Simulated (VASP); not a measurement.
# FeO (Pm-3m) in VASP: further runs, part 2 of 2

VASP 6.6.1.

**3. Relaxation of cell and atoms, PBE-based screened hybrid with 25 % exact exchange, collinear spin, ferromagnetic start**

Contents of POSCAR:

```
FeO
1.0
    2.6124696300      0.0000000000      0.0000000000
    0.0000000000      2.6124696300      0.0000000000
    0.0000000000      0.0000000000      2.6124696300
Fe O
1 1
Direct
    0.0000000000      0.0000000000      0.0000000000
    0.5000000000      0.5000000000      0.5000000000
```

Contents of INCAR.step1:

```
ALGO = Normal
EDIFF = 1E-5
ENCUT = 600
GGA = PE
ISMEAR = -1
ISPIN = 2
LASPH = T
LCHARG = F
LMAXMIX = 4
LORBIT = 11
LREAL = F
LWAVE = T
MAGMOM = 3 0
NBANDS = 18
NELM = 150
PREC = Accurate
SIGMA = 0.05
```

Contents of INCAR.step2:

```
AEXX = 0.25
ALGO = Normal
EDIFF = 1E-6
EDIFFG = -0.01
ENCUT = 600
GGA = PE
HFSCREEN = 0.3
IBRION = 2
ISIF = 3
ISMEAR = -1
ISPIN = 2
ISTART = 1
LASPH = T
LCHARG = F
LHFCALC = T
LMAXMIX = 4
LORBIT = 11
LREAL = F
LWAVE = F
MAGMOM = 3 0
NELM = 150
NSW = 60
PREC = Accurate
PRECFOCK = Normal
SIGMA = 0.05
```

Contents of KPOINTS:

```
k-points
0
Gamma
  5 5 5
```

Potentials or basis: VASP PAW PBE potentials, release 64 (Fe, O).

Started as:

```
cat potpaw_PBE.64/Fe/POTCAR potpaw_PBE.64/O/POTCAR > POTCAR
cp INCAR.step1 INCAR
mpirun -np 1 vasp_std > vasp.out
cp INCAR.step2 INCAR
mpirun -np 1 vasp_std > vasp.out
```

OUTCAR:

```text
AEXX = 0.25
   EDIFF = 1E-6
   EDIFFG = -0.01
   ENCUT = 600
   GGA = PE
   HFSCREEN = 0.3
   IBRION = 2
   ISIF = 3
   ISMEAR = -1
   ISPIN = 2
   ISTART = 1
   LASPH = T
   LHFCALC = T
   LORBIT = 11
   LREAL = F
   NELM = 150
   NSW = 60
   PREC = Accurate
   PRECFOCK = Normal

 ion  position               nearest neighbor table
   1  0.000  0.000  0.000-   2 2.26   2 2.26   2 2.26   2 2.26   2 2.26   2 2.26   2 2.26   2 2.26

   2  0.500  0.500  0.500-   1 2.26   1 2.26   1 2.26   1 2.26   1 2.26   1 2.26   1 2.26   1 2.26

  LATTYP: Found a simple cubic cell.
 ALAT       =     2.6124696300

  Lattice vectors:

 A1 = (   2.6124696300,   0.0000000000,   0.0000000000)
 A2 = (   0.0000000000,   2.6124696300,   0.0000000000)
 A3 = (   0.0000000000,   0.0000000000,   2.6124696300)

Analysis of symmetry for initial positions (statically):
=====================================================================
 Subroutine PRICEL returns:
 Original cell was already a primitive cell.

 Routine SETGRP: Setting up the symmetry group for a
 simple cubic supercell.

 Subroutine GETGRP returns: Found 48 space group operations
 (whereof 48 operations were pure point group operations)
 out of a pool of 48 trial point group operations.

The static configuration has the point symmetry O_h .

Analysis of symmetry for dynamics (positions and initial velocities):
=====================================================================
 Subroutine PRICEL returns:
 Original cell was already a primitive cell.

 Routine SETGRP: Setting up the symmetry group for a
 simple cubic supercell.

 Subroutine GETGRP returns: Found 48 space group operations
 (whereof 48 operations were pure point group operations)
 out of a pool of 48 trial point group operations.

The dynamic configuration has the point symmetry O_h .

Analysis of structural, dynamic, and magnetic symmetry:
=====================================================================
 Subroutine PRICEL returns:
 Original cell was already a primitive cell.

 Routine SETGRP: Setting up the symmetry group for a
 simple cubic supercell.

 Subroutine GETGRP returns: Found 48 space group operations
 (whereof 48 operations were pure point group operations)
 out of a pool of 48 trial point group operations.

The overall configuration has the point symmetry O_h .

 Subroutine INISYM returns: Found 48 space group operations
 (whereof 48 operations are pure point group operations),
 and found     1 'primitive' translations

----------------------------------------------------------------------------------------

                                     Primitive cell

  volume of cell :      17.8301

  direct lattice vectors                    reciprocal lattice vectors
     2.612469630  0.000000000  0.000000000     0.382779569  0.000000000  0.000000000
     0.000000000  2.612469630  0.000000000     0.000000000  0.382779569  0.000000000
     0.000000000  0.000000000  2.612469630     0.000000000  0.000000000  0.382779569

  length of vectors
     2.612469630  2.612469630  2.612469630     0.382779569  0.382779569  0.382779569
[... 74 lines left out ...]
   POTIM  = 0.5000    time-step for ionic-motion
   TEBEG  =    0.0;   TEEND  =   0.0 temperature during run
   PSTRESS=    0.0 pullay stress
   NELECT =      14.0000    total number of electrons
   NUPDOWN=      -1.0000    fix difference up-down
   EMIN   =  10.00;   EMAX   =-10.00  energy-range for DOS
   EFERMI =   0.00;   METHOD = LEGACY
   ISMEAR =    -1;   SIGMA  =   0.05  broadening in eV -4-tet -1-fermi 0-gaus
   EFERMI_NEDOS =   21; number of points for ismear=-14 and -15
   IALGO  =     38    algorithm
   IMIX   =      1    mixing-type and parameters
     AMIX     =   0.40;   BMIX     =  1.00
     AMIX_MAG =   1.60;   BMIX_MAG =  1.00
  volume/ion in A,a.u.               =       8.92        60.16
  Fermi-wavevector in a.u.,A,eV,Ry     =   1.510311  2.854073 31.035406  2.281038
  Thomas-Fermi vector in A             =   2.620517
   LORBIT       =     11    0 simple, 1 ext, 2 COOP (PROOUT), +10 PAW based schemes
   GGA     = PE    functional components
   LHFCALC =     T    Hartree Fock is set to
   PRECFOCK=normal    Normal, Fast or Accurate (Low or Medium for compatibility)
   ENCUT4O =  -1.0   cutoff for four orbital integrals eV
   NKREDX  =     1    reduce k-point grid by
   NKREDY  =     1    reduce k-point grid by
   NKREDZ  =     1    reduce k-point grid by
   AEXX    =    0.2500 exact exchange contribution
   HFSCREEN=    0.3000 screening length (either q_TF or 0.3 A-1)
   HFSCREENC=   0.3000 screening length for correlation (either q_TF or 0.3 A-1)
   ENCUTFOCK=  -1.0 apply spherical cutoff to Coloumb kernel
   IVDW    =     0    specifies the selected vdW correction
   LEPSILON=     F    determine dielectric tensor
   LRPA    =     F    only Hartree local field effects (RPA)
 conjugate gradient relaxation of ions
 spin polarized calculation
  energy-cutoff  :      600.00
  volume of cell :       17.83
 maximum number of plane-waves:       619
 NGX is ok and might be reduce to    24
  NGX = 16; NGY = 16; NGZ = 16

--------------------------------------- Ionic step        1  -------------------------------------------

 number of electron      14.0000001 magnetization       4.0000001

 Free energy of the ion-electron system (eV)
  ---------------------------------------------------
  ext. energy  EPLUGINS =         0.00000000
  ---------------------------------------------------
  free energy    TOTEN  =       -20.01840704 eV

  energy without entropy =      -20.01380538  energy(sigma->0) =      -20.01610621

------------------------ aborting loop because EDIFF is reached ----------------------------------------

  FORCE on cell =-STRESS in cart. coord.  units (eV):
  Direction    XX          YY          ZZ          XY          YZ          ZX
  --------------------------------------------------------------------------------------
  -------------------------------------------------------------------------------------
  Total        0.1856744      0.1856744      0.1856744      0.0000000      0.0000000      0.0000000
  in kB       16.6843345     16.6843345     16.6843345      0.0000000      0.0000000      0.0000000
  external PRESSURE =      16.6843345 kB  Pullay stress =       0.0000000 kB
[... 59 lines left out ...]
--------------------------------------- Ionic step        3  -------------------------------------------

 number of electron      14.0000004 magnetization       4.0000002

 Free energy of the ion-electron system (eV)
  ---------------------------------------------------
  ext. energy  EPLUGINS =         0.00000000
  ---------------------------------------------------
  free energy    TOTEN  =       -20.01910593 eV

  energy without entropy =      -20.01449713  energy(sigma->0) =      -20.01680153

 E-fermi :   6.2169     XC(G=0): -10.6638

 val. band max:        6.2125415813   @ k =   0.2000   0.2000   0.2000
 cond. band min:       6.6340928573   @ k =   0.2000   0.2000   0.0000
 fundamental gap:      0.4215512759
 Fermi energy:         6.2168739175

 spin component 1

 k-point     1 :       0.0000    0.0000    0.0000
  band No.  band energies     occupation
      1     -16.3277      1.00000
      2      -0.4662      1.00000
      3      -0.4566      1.00000
      4       1.2790      1.00000
      5       1.2790      1.00000
      6       1.2827      1.00000
      7       2.7719      1.00000
      8       2.7722      1.00000
      9       2.7722      1.00000
     10       7.7283      0.00000
     11      22.3819      0.00000
     12      22.3852      0.00000
     13      27.8306      0.00000
[... 129 lines left out ...]
 k-point    10 :       0.4000    0.4000    0.4000
  band No.  band energies     occupation
      1     -13.6252      1.00000
      2      -2.6899      1.00000
      3      -2.6887      1.00000
      4      -2.1163      1.00000
      5       2.1415      1.00000
      6       2.1518      1.00000
      7       3.1767      1.00000
      8       4.2896      1.00000
      9       4.2904      1.00000
     10      13.6643      0.00000
     11      14.9906      0.00000
     12      14.9947      0.00000
     13      24.8953      0.00000
 Fermi energy:         6.2168739175

 spin component 2

 k-point     1 :       0.0000    0.0000    0.0000
  band No.  band energies     occupation
      1     -15.6164      1.00000
      2       3.7597      1.00000
      3       3.7597      1.00000
      4       3.7616      1.00000
      5       4.0960      1.00000
      6       4.1167      1.00000
      7       8.6862      0.00000
      8      10.0484      0.00000
      9      10.0487      0.00000
     10      10.0573      0.00000
     11      23.7177      0.00000
     12      23.7216      0.00000
     13      29.1129      0.00000
[... 171 lines left out ...]
  FREE ENERGIE OF THE ION-ELECTRON SYSTEM (eV)
  ---------------------------------------------------
  free  energy   TOTEN  =       -20.0191059295 eV

  energy  without entropy=      -20.0144971349  energy(sigma->0) =      -20.01680153

 reached required accuracy - stopping structural energy minimisation

 total charge

# of ion       s       p       d       tot
------------------------------------------
    1        0.295   0.378   6.072   6.745
    2        1.565   3.458   0.000   5.023
--------------------------------------------------
tot          1.860   3.836   6.072  11.768

 magnetization (x)

# of ion       s       p       d       tot
------------------------------------------
    1       -0.007  -0.001   3.630   3.622
    2        0.026   0.292   0.000   0.318
--------------------------------------------------
tot          0.020   0.291   3.630   3.940
```

It took 21 min on 1 thread of Intel Xeon Platinum 8375C at 2.90GHz (Ice Lake), shared host; peak memory 0.26 GiB.

Results:

| Property | Result |
| --- | --- |
| Free energy | -20.0191 eV |
| Relaxed volume | 8.98 Å³/atom |
| Relaxed cell | a = 2.619 Å, b = 2.619 Å, c = 2.619 Å, α = 90.00°, β = 90.00°, γ = 90.00° |
| Space group after relaxing (to 0.1 Å) | Pm-3m (No. 221) |
| Energy gained by relaxing | 0.3 meV/atom |
| Ionic steps | 3 |
| Pressure after relaxing | 0.0 GPa |
| Band gap on the k mesh | zero (filled and empty bands overlap) |
| Net moment | 4.00 μB per cell |
| Site moments | Fe +3.62; O +0.32 μB |
| Valence electrons inside the program's atomic spheres | Fe 6.75; O 5.02 |

The path:
| step | energy change (eV) | largest force (eV/Å) | pressure (GPa) | volume (Å³) |
| --- | --- | --- | --- | --- |
| 1 | 0.0000 | 0.0000 | 1.67 | 17.83 |
| 2 | -0.0002 | 0.0000 | -1.52 | 18.07 |
| 3 | -0.0007 | 0.0000 | 0.00 | 17.96 |

Final structure:
```yaml
crystal:
  lattice:
    - [2.61901, 0.00000, 0.00000]
    - [0.00000, 2.61901, 0.00000]
    - [0.00000, 0.00000, 2.61901]
  atoms:
    - { symbol: Fe, position: [0.00000, 0.00000, 0.00000] }
    - { symbol: O, position: [0.50000, 0.50000, 0.50000] }
```

Levels at points of the mesh, in eV from the Fermi level:
Spin up:
```tsv
k point	band 7	band 8	band 9	band 10	band 11	band 12
(0.00, 0.00, 0.00)	-3.44	-3.44	-3.44	1.51	16.17	16.17
```
Spin down:
```csv
k point,band 3,band 4,band 5,band 6,band 7,band 8
"(0.00, 0.00, 0.00)",-2.46,-2.46,-2.12,-2.10,2.47,3.83
```

Caveat: the k points lie up to 0.48 Å⁻¹ apart in the final cell, too coarse for converged energies and pressures of a metal; the PAW data sets were made with another functional, which shifts forces and pressure a little; a cell with one magnetic atom can't hold antiferromagnetic order, which such compounds often take.

The gap in the log of VASP goes by the Fermi energy; the results here count the filled bands.